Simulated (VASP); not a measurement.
A run of VASP 6.6.1 is set up as follows.

INCAR

```
SYSTEM = HfO2
PREC     = Accurate       ! precision mode
ENCUT    = 520            ! plane-wave cutoff, eV
EDIFF    = 1E-6           ! SCF threshold, eV
ISMEAR   = -1             ! smearing method
SIGMA    = 0.05           ! smearing width, eV
LREAL    = .FALSE.        ! projectors in reciprocal space
LASPH    = .TRUE.         ! aspherical terms in the spheres
NELM     = 60             ! most SCF steps
ALGO     = Normal         ! electronic algorithm
ISIF     = 2              ! what is computed and relaxed
LWAVE    = .FALSE.        ! write WAVECAR
LCHARG   = .FALSE.        ! write CHGCAR
GGA      = CA             ! functional
NBANDS   = 18             ! bands
```

Contents of KPOINTS:

```
Automatic mesh
0
G
  9 9 9
  0 0 0
```

POSCAR

```
HfO2
1.0
    0.0000000000      2.5744375797      2.5744375797
    2.5744375797      0.0000000000      2.5744375797
    2.5744375797      2.5744375797      0.0000000000
Hf O
1 2
Direct
    0.0000000000      0.0000000000      0.0000000000
    0.7500000000      0.7500000000      0.7500000000
    0.2500000000      0.2500000000      0.2500000000
```

Potentials or basis: VASP PAW LDA potentials, release 64 (Hf_pv, O).

Launch:

```sh
$ cat potpaw_LDA.64/Hf_pv/POTCAR potpaw_LDA.64/O/POTCAR > POTCAR
$ mpirun -np 1 vasp_std > vasp.out
```

(1) Estimate the band gap on the k mesh.

(2) Predict the pressure.

## Answers

(1) 3.58 eV, indirect (least direct gap 3.69 eV).

(2) -23.1 GPa.

Caveat: spin-orbit coupling is left out, which moves the levels of the heavy elements.
